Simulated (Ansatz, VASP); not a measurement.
# MnSi in VASP and in Ansatz

The input INCAR:

```
  ALGO = Normal
  EDIFF = 1E-6
  ENCUT = 520
  GGA = PE
  ISIF = 2
  ISMEAR = -1
  ISPIN = 2
  LASPH = T
  LCHARG = T
  LELF = T
  LMAXMIX = 4
  LORBIT = 11
  LREAL = F
  LVHAR = T
  LWAVE = F
  MAGMOM = 4 0
  NBANDS = 20
  NELM = 150
  PREC = Accurate
  SIGMA = 0.05
```

KPOINTS

```
k-points
0
Gamma
  15 15 15
```

Contents of POSCAR:

```
MnSi
1.0
    0.0000000000      2.3897549226      2.3897549226
    2.3897549226      0.0000000000      2.3897549226
    2.3897549226      2.3897549226      0.0000000000
Mn Si
1 1
Direct
    0.0000000000      0.0000000000      0.0000000000
    0.5000000000      0.5000000000      0.5000000000
```

Input for Ansatz:

```yaml
crystal:
  lattice:
    - [0.0, 2.3897549226, 2.3897549226]
    - [2.3897549226, 0.0, 2.3897549226]
    - [2.3897549226, 2.3897549226, 0.0]
  atoms:
    - { symbol: Mn, position: [0.0, 0.0, 0.0], spin: 4.0 }
    - { symbol: Si, position: [0.5, 0.5, 0.5] }
magnetization:
  spin_polarized: true
kpoints:
  mp_grid: { grid: [15, 15, 15] }
scf:
  occupations: { method: fermi_dirac, width: 0.05 }
hamiltonian:
  xc: pbe
  pseudopotentials: { kind: all_electron, lapw: { basis_error: 0.001 } }
output:
  forces: true
  stress: true
  eigenvalues: true
```

Change from the starting cell: volume scaled by 0.96.

Alike in both runs: task single point; functional PBE; k mesh 15 × 15 × 15; occupations fermi-dirac, width 0.05 eV; collinear spin.

```csv
,VASP,Ansatz
version,VASP 6.6.1,Ansatz 0.2.0
potentials or method,"VASP PAW PBE potentials, release 64 (Mn_pv, Si), cutoff 520 eV","all-electron LAPW, scalar-relativistic"
```

Ansatz gave:

```
pressure (GPa)                                                : 4.6
net moment per atom (μB)                                      : 1.18
size of the moment on the site where the two differ most (μB) : 2.48
```

Task: Estimate VASP's values.

Result: Pressure (GPa): 4.2; net moment per atom (μB): 1.17; size of the moment on the site where the two differ most (μB): 2.45.

Site moments also hang on the region over which each program counts them. Ansatz ran all-electron here, and VASP with PAW potentials.
